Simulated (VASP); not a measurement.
MgF2: single point with HSE06

MgF2:

```
CELL_PARAMETERS angstrom
4.76068 0.00000 0.00000
0.00000 4.76068 0.00000
0.00000 0.00000 3.13750
ATOMIC_POSITIONS crystal
Mg 0.00000 0.00000 0.00000
Mg 0.50000 0.50000 0.50000
F 0.30516 0.30516 0.00000
F 0.19484 0.80516 0.50000
F 0.80516 0.19484 0.50000
F 0.69484 0.69484 0.00000
```

This cell differs from its parent crystal: strain +3.0%.

* Program: VASP 6.6.1
* Task: single point
* Functional: HSE06
* Potentials or basis: VASP PAW PBE potentials, release 64 (Mg, F)
* Cutoff: 520 eV
* k mesh: 4 × 4 × 6
* Occupations: gaussian, width 0.01 eV
* Spin: no spin polarisation
* Dipole correction: no
* Grid for exact exchange (PRECFOCK): Normal
* Further INCAR settings: ALGO = Normal; EDIFF = 1e-06; NBANDS = 25
* Share of exact exchange: 0.25
* Screening parameter: 0.2079 1/Å

| Quantity | Value |
| --- | --- |
| Pressure | -7.1 GPa |
| Largest force | 0.017 eV/Å |
| Band gap on the k mesh | 8.79 eV |

Forces in eV/Å, atoms in the order of the input:
```
Mg   0.000  0.000  0.000
Mg   0.000  0.000  0.000
F    0.012  0.012  0.000
F   -0.012  0.012  0.000
F    0.012 -0.012  0.000
F   -0.012 -0.012  0.000
```

Stress tensor (GPa, compression positive):
```
-6.65  0.00  0.00
 0.00 -6.65  0.00
 0.00  0.00 -7.98
```

Levels at points of the mesh, in eV from the valence-band top:
```csv
k point,band 14,band 15,band 16,band 17,band 18,band 19
"(0.00, 0.00, 0.00)",-0.26,-0.26,0.00,8.79,14.06,14.06
"(0.50, 0.00, 0.00)",-0.88,-0.34,-0.34,11.16,11.16,15.25
"(0.50, 0.50, 0.00)",-0.81,-0.70,-0.70,12.77,12.77,13.03
"(0.00, 0.00, 0.50)",-1.01,-0.79,-0.79,13.54,13.54,16.84
"(0.50, 0.00, 0.50)",-0.66,-0.60,-0.60,14.51,14.51,15.08
"(0.50, 0.50, 0.50)",-0.56,-0.45,-0.45,14.91,14.91,15.13
```

Wall time 32 min on 4 MPI ranks on Intel(R) Xeon(R) Platinum 8259CL CPU @ 2.50GHz (Skylake/Cascade Lake), on a shared host, peak memory 0.31 GiB a rank.

Caveat: the cell differs from its parent crystal (strain +3.0%); the cell stands under tension; the structure was generated, so it needn't be the stable form of MgF2; the PAW data sets were made with another functional, which shifts forces and pressure a little.
